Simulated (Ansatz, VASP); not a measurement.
**Two plane-wave programs on SnSe**

```xyz
2
Lattice="0.0000 3.2895 3.2895 3.2895 0.0000 3.2895 3.2895 3.2895 0.0000" Properties=species:S:1:pos:R:3 pbc="T T T"
Sn    0.0000    0.0000    0.0000
Se    1.6447    1.6447    1.6447
```

Change from the starting cell: volume scaled by 1, PAW files.

Alike in both runs: task single point; functional LDA; k mesh 11 × 11 × 11; occupations fermi-dirac, width 0.08 eV; no spin polarisation.

|  | VASP | Ansatz |
| --- | --- | --- |
| version | VASP 6.6.1 | Ansatz 0.2.0 |
| potentials or method | VASP PAW LDA potentials, release 64 (Sn_d, Se) | PAW with Ansatz's default frozen-core files, scalar-relativistic |
| plane-wave cutoff (eV) | 520 | 420 |
| valence electrons in the cell | 20 | 30 |

```tsv
	VASP	Ansatz	Ansatz less VASP
pressure (GPa)	0.0	0.0	-0.06
```

LDA's correlation is that of Perdew and Zunger in VASP and of Perdew and Wang (1992) in Ansatz. VASP's potentials hold 20 valence electrons a cell and Ansatz's 30, so a difference there can come from the potentials and not from the codes.
